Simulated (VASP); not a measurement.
The system is Zr2PbO.

```
Zr Pb O
1.0
     4.23414    0.00000    0.00000
     0.00000    4.23414    0.00000
     0.00000    0.00000    8.42200
Zr Pb O
4 2 2
Cartesian
  0.0000 0.0000 0.0000
  2.1171 2.1171 0.0000
  0.0000 2.1171 5.6822
  2.1171 0.0000 2.7398
  0.0000 2.1171 2.5306
  2.1171 0.0000 5.8914
  0.0000 2.1171 7.6997
  2.1171 0.0000 0.7223
```

The cell was generated, and may not be a known phase.

| Quantity | Value |
| --- | --- |
| Program | VASP 6.6.1 |
| Task | relaxation of cell and atoms |
| Functional | PBE |
| Potentials or basis | VASP PAW PBE potentials, release 64 (Zr_sv, Pb_d, O) |
| Cutoff | 600 eV |
| k mesh | 4 × 4 × 2 |
| Occupations | gaussian, width 0.1 eV |
| Spin | no spin polarisation |

At the start: pressure 5.5 GPa; volume 18.87 Å³/atom.

Task: Where does the relaxation end?

Result: Over 7 steps the energy falls by 70.3 meV/atom and the volume is 19.21 Å³/atom (+1.8 %); space group P4/nmm (No. 129, to 0.1 Å) before and after.

Step by step:
| step | energy change (eV) | largest force (eV/Å) | pressure (GPa) | volume (Å³) |
| --- | --- | --- | --- | --- |
| 1 | 0.0000 | 2.2333 | 5.49 | 150.99 |
| 2 | -0.2472 | 0.2883 | -7.41 | 165.56 |
| 3 | -0.3920 | 0.7717 | -3.18 | 159.44 |
| 4 | -0.5523 | 0.2037 | 0.03 | 154.05 |
| 5 | -0.5577 | 0.1183 | 0.85 | 152.90 |
| 6 | -0.5605 | 0.0888 | -0.42 | 154.24 |
| 7 | -0.5625 | 0.0101 | 0.07 | 153.71 |

Final structure:
```
Zr Pb O
1.0
     4.29187    0.00000    0.00000
     0.00000    4.29187    0.00000
     0.00000    0.00000    8.34479
Zr Pb O
4 2 2
Direct
  0.00000 0.00000 0.00000
  0.50000 0.50000 0.00000
  0.00000 0.50000 0.66006
  0.50000 0.00000 0.33994
  0.00000 0.50000 0.30366
  0.50000 0.00000 0.69634
  0.00000 0.50000 0.93042
  0.50000 0.00000 0.06958
```

Caveat: the k points lie up to 0.38 Å⁻¹ apart in the final cell.
